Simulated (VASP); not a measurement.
CaO, 2 atoms in the cell. It takes space group I4/mmm (No. 139, tetragonal). Conventional cell: a = 3.407 Å, b = 3.407 Å, c = 4.782 Å, α = 90.00°, β = 90.00°, γ = 90.00°. Within 3.2 Å of Ca (site symmetry 4/mmm) lie 6 O at 2.39 to 2.41 Å. O (site symmetry 4/mmm) has 6 Ca at 2.39 to 2.41 Å within 3.2 Å.  This cell differs from its parent crystal: in-plane strain +0.005, then relaxed in part.

- Program: VASP 6.6.1
- Task: single point
- Functional: r2SCAN
- Potentials or basis: VASP PAW PBE potentials, release 64 (Ca_sv, O_h)
- Cutoff: 910 eV
- k mesh: 8 × 8 × 8
- Occupations: gaussian, width 0.01 eV
- Spin: no spin polarisation
- Dipole correction: no
- Further INCAR settings: ALGO = Normal; EDIFF = 1e-06; NBANDS = 15

Potentials or basis: VASP PAW PBE potentials, release 64 (Ca_sv, O_h).

The run is started by

```bash
$ cat potpaw_PBE.64/Ca_sv/POTCAR potpaw_PBE.64/O_h/POTCAR > POTCAR
$ cp INCAR.step1 INCAR
$ mpirun -np 1 vasp_std > vasp.out
$ cp INCAR.step2 INCAR
$ mpirun -np 1 vasp_std > vasp.out
```

Hardware: 1 thread of Intel(R) Xeon(R) Platinum 8259CL CPU @ 2.50GHz (Skylake/Cascade Lake) (shared host).

Q: How long does it take, and how much memory?

A: It took 3 min on 1 thread of Intel(R) Xeon(R) Platinum 8259CL CPU @ 2.50GHz (Skylake/Cascade Lake) (shared host), peak memory 0.25 GiB. Counts: k points 59.
